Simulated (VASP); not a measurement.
## MgO (klda): single point with LDA

MgO (klda):

```
CELL_PARAMETERS angstrom
0.00000 2.12450 2.12450
2.12450 0.00000 2.12450
2.12450 2.12450 0.00000
ATOMIC_POSITIONS crystal
Mg 0.00000 0.00000 0.00000
O 0.50000 0.50000 0.50000
```

- Program: VASP 6.6.1
- Task: single point
- Functional: LDA
- Potentials or basis: VASP PAW LDA potentials, release 64 (Mg, O)
- Cutoff: 520 eV
- k mesh: 8 × 8 × 8
- Occupations: gaussian, width 0.1 eV
- Spin: no spin polarisation
- Dipole correction: no
- Further INCAR settings: ALGO = Normal; EDIFF = 1e-07; NBANDS = 11

```yaml
Pressure: -11.4 GPa
Band_gap_on_the_k_mesh: 4.41 eV, direct
```

Levels at points of the mesh, in eV from the valence-band top:
```
           k point  band 1  band 2  band 3  band 4  band 5  band 6  band 7  band 8  band 9
(0.00, 0.00, 0.00)  -16.87    0.00    0.00    0.00    4.41   15.38   15.38   15.38   19.34
(0.50, 0.00, 0.00)  -15.58   -4.58   -0.64   -0.64    7.57   12.11   15.73   15.73   20.17
(0.50, 0.50, 0.00)  -15.32   -4.05   -1.34   -1.34    8.86    9.42   12.62   18.24   18.24
```

Wall time 5 s on 1 thread of Intel Xeon 6975P-C, with other jobs on the host, peak memory 0.13 GiB.

LDA gaps usually lie below the measured ones, often by a third to a half.
